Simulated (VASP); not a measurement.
# Cr (I4/mmm) in VASP: notebook

Runs on Cr. Level: PBEsol. Tasks: single point.

Everything below comes from runs of VASP 6.6.1. Logs are shortened: lines on timing, memory, paths and dates and some standing lists are left out, and cuts for length are marked.

## (1) The cell of the first run

Symmetry: I4/mmm, No. 139, tetragonal system. The conventional cell has a = 3.237 Å, b = 3.237 Å, c = 2.289 Å, α = 90.00°, β = 90.00°, γ = 90.00°. Cr (site symmetry 4/mmm) has 10 Cr at 2.29 to 2.56 Å within 3.0 Å.

## (2) Single point, PBEsol

The input, INCAR:

```
SYSTEM = Cr
  ALGO = Fast
  EDIFF = 1E-6
  ENCUT = 520
  GGA = PS
  ISIF = 2
  ISMEAR = 0
  LASPH = .TRUE.
  LCHARG = .TRUE.
  LELF = .TRUE.
  LREAL = .FALSE.
  LVHAR = .TRUE.
  LWAVE = .FALSE.
  NBANDS = 12
  NELM = 100
  PREC = Accurate
  SIGMA = 0.15
```

The input, KPOINTS:

```
k-points
0
G
  26 26 26
  0 0 0
```

The input, POSCAR:

```
Cr
1.0
   -1.6186156311      1.6186156311      1.1443612512
    1.6186156311     -1.6186156311      1.1443612512
    1.6186156311      1.6186156311     -1.1443612512
Cr
1
Direct
    0.0000000000      0.0000000000      0.0000000000
```

Potentials or basis: VASP PAW PBE potentials, release 64 (Cr_pv).

Command:

```bash
> cat potpaw_PBE.64/Cr_pv/POTCAR > POTCAR
> mpirun -np 1 vasp_std > vasp.out
```

OUTCAR:

```text
SYSTEM = Cr
   EDIFF = 1E-6
   ENCUT = 520
   GGA = PS
   ISIF = 2
   ISMEAR = 0
   LASPH = .TRUE.
   LREAL = .FALSE.
   NELM = 100
   PREC = Accurate

 ion  position               nearest neighbor table
   1  0.000  0.000  0.000-

  LATTYP: Found a body centered tetragonal cell.
 ALAT       =     3.2372312622
 C/A-ratio  =     0.7070000000

  Lattice vectors:

 A1 = (  -1.6186156311,   1.6186156311,   1.1443612512)
 A2 = (   1.6186156311,  -1.6186156311,   1.1443612512)
 A3 = (   1.6186156311,   1.6186156311,  -1.1443612512)

Analysis of symmetry for initial positions (statically):
=====================================================================
 Subroutine PRICEL returns:
 Original cell was already a primitive cell.

 Routine SETGRP: Setting up the symmetry group for a
 body centered tetragonal supercell.

 Subroutine GETGRP returns: Found 16 space group operations
 (whereof 16 operations were pure point group operations)
 out of a pool of 16 trial point group operations.

The static configuration has the point symmetry D_4h.

Analysis of symmetry for dynamics (positions and initial velocities):
=====================================================================
 Subroutine PRICEL returns:
 Original cell was already a primitive cell.

 Routine SETGRP: Setting up the symmetry group for a
 body centered tetragonal supercell.

 Subroutine GETGRP returns: Found 16 space group operations
 (whereof 16 operations were pure point group operations)
 out of a pool of 16 trial point group operations.

The dynamic configuration has the point symmetry D_4h.

 Subroutine INISYM returns: Found 16 space group operations
 (whereof 16 operations are pure point group operations),
 and found     1 'primitive' translations

----------------------------------------------------------------------------------------

                                     Primitive cell

  volume of cell :      11.9925

  direct lattice vectors                    reciprocal lattice vectors
    -1.618615631  1.618615631  1.144361251     0.000000000  0.308905950  0.436924965
     1.618615631 -1.618615631  1.144361251     0.308905950  0.000000000  0.436924965
     1.618615631  1.618615631 -1.144361251     0.308905950  0.308905950  0.000000000

  length of vectors
     2.559178735  2.559178735  2.559178735     0.535094675  0.535094675  0.436858985

  position of ions in fractional coordinates (direct lattice)
     0.000000000  0.000000000  0.000000000

  ion indices of the primitive-cell ions
   primitive index   ion index
[... 82 lines left out ...]
   TEBEG  =    0.0;   TEEND  =   0.0 temperature during run
   PSTRESS=    0.0 pullay stress
   NELECT =      12.0000    total number of electrons
   NUPDOWN=      -1.0000    fix difference up-down
   EMIN   =  10.00;   EMAX   =-10.00  energy-range for DOS
   EFERMI =   0.00;   METHOD = LEGACY
   ISMEAR =     0;   SIGMA  =   0.15  broadening in eV -4-tet -1-fermi 0-gaus
   EFERMI_NEDOS =   21; number of points for ismear=-14 and -15
   IALGO  =     68    algorithm
   IMIX   =      4    mixing-type and parameters
     AMIX     =   0.40;   BMIX     =  1.00
     AMIX_MAG =   1.60;   BMIX_MAG =  1.00
  volume/ion in A,a.u.               =      11.99        80.93
  Fermi-wavevector in a.u.,A,eV,Ry     =   1.637439  3.094310 36.480015  2.681205
  Thomas-Fermi vector in A             =   2.728578
   LORBIT       =      0    0 simple, 1 ext, 2 COOP (PROOUT), +10 PAW based schemes
   GGA     = PS    functional components
   LHFCALC =     F    Hartree Fock is set to
   AEXX    =    0.0000 exact exchange contribution
   IVDW    =     0    specifies the selected vdW correction
   LEPSILON=     F    determine dielectric tensor
   LRPA    =     F    only Hartree local field effects (RPA)
 non-spin polarized calculation
 RMM-DIIS sequential band-by-band and
 Gauss-broadening in eV      SIGMA  =   0.15
  energy-cutoff  :      520.00
  volume of cell :       11.99
 maximum number of plane-waves:       337
   NGX =  9   NGY =  9   NGZ =  9

 number of electron      11.9999999 magnetization

 Free energy of the ion-electron system (eV)
  ---------------------------------------------------
  ext. energy  EPLUGINS =         0.00000000
  ---------------------------------------------------
  free energy    TOTEN  =        -9.71808425 eV

  energy without entropy =       -9.70636305  energy(sigma->0) =       -9.71222365

 E-fermi :  10.4135     XC(G=0): -13.5570

 val. band max:       10.4128923319   @ k =   0.3846   0.1923   0.0000
 cond. band min:      10.4139293014   @ k =  -0.4231   0.5000   0.2692
 fundamental gap:      0.0010369695
 Fermi energy:        10.4135087546

 k-point     1 :       0.0000    0.0000    0.0000
  band No.  band energies     occupation
      1     -32.3070      2.00000
      2     -32.3070      2.00000
      3     -31.7542      2.00000
      4       2.6382      2.00000
      5       7.9658      2.00000
      6       9.0543      2.00000
      7      11.3085      0.00000
      8      11.3085      0.00000
      9      12.1458      0.00000
     10      17.6160      0.00000
     11      29.4174      0.00000
     12      29.4174      0.00000
[... 331 lines left out ...]
 k-point    24 :       0.3846    0.0385    0.0000
  band No.  band energies     occupation
      1     -33.0757      2.00000
      2     -32.4468      2.00000
      3     -32.3720      2.00000
      4       6.2281      2.00000
      5       7.4672      2.00000
      6      11.1003      0.00000
      7      11.5333      0.00000
      8      12.4027      0.00000
      9      13.4271      0.00000
     10      17.6148      0.00000
     11      23.1518      0.00000
     12      27.1113      0.00000

 [... further k-points ...]

------------------------ aborting loop because EDIFF is reached ----------------------------------------

  FORCE on cell =-STRESS in cart. coord.  units (eV):
  Direction    XX          YY          ZZ          XY          YZ          ZX
  --------------------------------------------------------------------------------------
  -------------------------------------------------------------------------------------
  Total       -1.2391235     -1.2391235      1.2743100      0.0000000     -0.0000000     -0.0000000
  in kB     -165.5444270   -165.5444270    170.2452814      0.0000000     -0.0000000     -0.0000000
  external PRESSURE =     -53.6145242 kB  Pullay stress =       0.0000000 kB

 VOLUME and BASIS-vectors are now :
 -----------------------------------------------------------------------------
  energy-cutoff  :      520.00
  volume of cell :       11.99
      direct lattice vectors                 reciprocal lattice vectors
    -1.618615631  1.618615631  1.144361251     0.000000000  0.308905950  0.436924965
     1.618615631 -1.618615631  1.144361251     0.308905950  0.000000000  0.436924965
     1.618615631  1.618615631 -1.144361251     0.308905950  0.308905950  0.000000000

 POSITION                                       TOTAL-FORCE (eV/Angst)
 -----------------------------------------------------------------------------------
      0.00000      0.00000      0.00000         0.000000     -0.000000      0.000000
 -----------------------------------------------------------------------------------
    total drift:                                0.000000     -0.000000      0.000000

  FREE ENERGIE OF THE ION-ELECTRON SYSTEM (eV)
  ---------------------------------------------------
  free  energy   TOTEN  =        -9.7180842537 eV

  energy  without entropy=       -9.7063630541  energy(sigma->0) =       -9.71222365
```

It took 1.8 min on 1 thread of Intel Xeon Platinum 8488C (Sapphire Rapids), shared host; peak memory 0.29 GiB.

What came out:

```yaml
Free_energy: -9.7181 eV
Pressure: -5.4 GPa
Band_gap_on_the_k_mesh: zero (band 6 reaches 12.94 eV, above the bottom of band 7 at 9.10 eV)
```

Stress tensor (GPa, compression positive):
```
-16.55   0.00   0.00
  0.00 -16.55   0.00
  0.00   0.00  17.02
```

Caveat: the PAW data sets were made with another functional, which shifts forces and pressure a little; the run has no spin polarisation, though such a crystal can be magnetic. Spin polarisation is off, so any magnetic state and its effect on volume and gap are missing.

## (3) Single point, PBEsol

The input, INCAR:

```
PREC     = Accurate       # precision mode
ENCUT    = 520            # plane-wave cutoff, eV
EDIFF    = 1E-7           # SCF threshold, eV
ISMEAR   = 0              # smearing method
SIGMA    = 0.15           # smearing width, eV
LREAL    = F              # projectors in reciprocal space
LASPH    = T              # aspherical terms in the spheres
NELM     = 100            # most SCF steps
ALGO     = Fast           # electronic algorithm
ISIF     = 2              # what is computed and relaxed
LWAVE    = F              # write WAVECAR
LCHARG   = F              # write CHGCAR
GGA      = PS             # functional
NBANDS   = 12             # bands
```

The input, KPOINTS:

```
Automatic mesh
0
Gamma
  26 26 26
```

The input, POSCAR:

```
Cr
1.0
   -1.5222193075      1.5222193075      1.2938864114
    1.5222193075     -1.5222193075      1.2938864114
    1.5222193075      1.5222193075     -1.2938864114
Cr
1
Direct
    0.0000000000      0.0000000000      0.0000000000
```

Potentials or basis: VASP PAW PBE potentials, release 64 (Cr_pv).

Command:

```bash
> cat potpaw_PBE.64/Cr_pv/POTCAR > POTCAR
> mpirun -np 1 vasp_std > vasp.out
```

It took 2.1 min on 1 thread of Intel Xeon Platinum 8488C (Sapphire Rapids), shared host; peak memory 0.29 GiB.

Results (log left out):

* Free energy: -10.0030 eV
* Pressure: -14.2 GPa
* Band gap on the k mesh: zero (band 6 reaches 12.64 eV, above the bottom of band 7 at 9.33 eV)

Stress tensor (GPa, compression positive):
```
-27.10   0.00   0.00
  0.00 -27.10   0.00
  0.00   0.00  11.46
```

Levels at points of the mesh, in eV from the Fermi level:
```csv
k point,band 4,band 5,band 6,band 7,band 8,band 9
"(0.00, 0.00, 0.00)",-7.69,-1.59,-0.15,-0.15,0.23,1.65
"(0.50, 0.00, 0.00)",-4.21,-2.68,0.98,1.71,2.30,2.70
"(0.50, 0.50, 0.00)",-4.13,-1.08,0.13,0.17,1.02,2.69
"(0.50, 0.50, 0.50)",-4.27,-3.80,2.39,2.39,2.62,7.19
```

Caveat: the PAW data sets were made with another functional, which shifts forces and pressure a little; the run has no spin polarisation, though such a crystal can be magnetic.

(Continued in part 2 of 2.)
